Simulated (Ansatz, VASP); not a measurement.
## SiO2 in VASP and in Ansatz

```xyz
12
Lattice="4.9080 0.0000 0.0000 0.0000 4.9080 0.0000 0.0000 0.0000 6.7840" Properties=species:S:1:pos:R:3 pbc="T T T"
Si    1.5327    1.5327    0.0000
Si    0.9213    3.9867    1.6960
Si    3.3753    3.3753    3.3920
Si    3.9867    0.9213    5.0880
O     1.1470    0.6389    1.3025
O     1.8151    3.6010    2.9985
O     3.7610    4.2691    4.6945
O     3.0929    1.3070    6.3905
O     3.6010    1.8151    3.7855
O     4.2691    3.7610    2.0895
O     1.3070    3.0929    0.3935
O     0.6389    1.1470    5.4815
```

Alike in both runs: functional PBE; k mesh 5 × 5 × 4; occupations fermi-dirac, width 0.02 eV; no spin polarisation.

Ansatz relaxed the structure, and its values are those at the end. VASP's run is a single point on that final structure, the one shown.

|  | VASP | Ansatz |
| --- | --- | --- |
| version | VASP 6.6.1 | Ansatz 0.2.0 |
| potentials or method | VASP PAW PBE potentials, release 64 (Si, O) | plane-wave PAW, scalar-relativistic |
| plane-wave cutoff (eV) | 520 | 420 |
| valence electrons in the cell | 64 | 64 |

```csv
,VASP,Ansatz,Ansatz less VASP
gap on the k mesh at the Fermi level (eV),5.69,5.69,-0.001
pressure (GPa),2.4,2.2,-0.16
rms of the force components (eV/Å),0.009,0.000,-0.0086
```

Ansatz's warnings: stress scf threshold loose.
